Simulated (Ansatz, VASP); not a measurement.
One calculation of O, two programs

Contents of INCAR:

```
ALGO = Normal ; EDIFF = 1E-6
ENCUT = 600 ; GGA = PS
GGA_COMPAT = False ; ISIF = 2
ISMEAR = 0 ; LASPH = True
LCHARG = True ; LELF = True
LREAL = False ; LVHAR = True
LWAVE = False ; NBANDS = 13
NELM = 120 ; PREC = Accurate
SIGMA = 0.15
```

The input KPOINTS:

```
k-points
0
Gamma
  22 22 22
```

File POSCAR:

```
O
1.0
    0.0000000000      1.7669746876      4.2248342216
    1.7730327516      0.0000000000      4.2248342216
    1.7730327516      1.7669746876      0.0000000000
O
2
Direct
    0.0675080576      0.0675080576      0.9324919424
    0.9324919424      0.9324919424      0.0675080576
```

Input for Ansatz:

```yaml
crystal:
  lattice:
    - [0.0, 1.7669746876, 4.2248342216]
    - [1.7730327516, 0.0, 4.2248342216]
    - [1.7730327516, 1.7669746876, 0.0]
  atoms:
    - { symbol: O, position: [0.0675080576, 0.0675080576, 0.9324919424] }
    - { symbol: O, position: [0.9324919424, 0.9324919424, 0.0675080576] }
basis:
  ecutwfc: 520.0
kpoints:
  mp_grid: { grid: [22, 22, 22] }
hamiltonian:
  xc: pbesol
scf:
  occupations: { method: gaussian, width: 0.15 }
output:
  forces: true
  stress: true
  eigenvalues: true
```

Change from the starting cell: volume 13.236 Å^3 an atom, stretch along c over the lengths across it, relative to the relaxed cell 0.8864.

Alike in both runs: task single point; functional PBEsol; k mesh 22 × 22 × 22; occupations gaussian, width 0.15 eV; no spin polarisation.

```csv
,VASP,Ansatz
version,VASP 6.6.1,Ansatz 0.2.0
potentials or method,"VASP PAW PBE potentials, release 64 (O), cutoff 600 eV","scalar-relativistic, plane waves, PAW"
valence electrons in the cell,12,12
```

```tsv
	VASP	Ansatz	Ansatz less VASP
gap on the k mesh at the Fermi level (eV)	none	none	-
pressure (GPa)	15.2	9.6	-5.62
traceless stress, the component that is largest in VASP (GPa)	43.93	31.99	-11.936
rms of the force components (eV/Å)	4.985	3.473	-1.5127
```

VASP's potentials were made for PBE, not for PBEsol. Atom by atom the forces differ by 1.513 eV/Å (rms over components). A gap of «none» marks a metal or a gap that the smearing closes. One of these differences is far larger than is usual between the two programs; its cause wasn't traced. The functional is the same, so the differences come from potentials, cutoffs and numerics.

Noted on VASP's run: the standard files for N, O and F lose accuracy on very short bonds; spin is off for a triplet molecule.
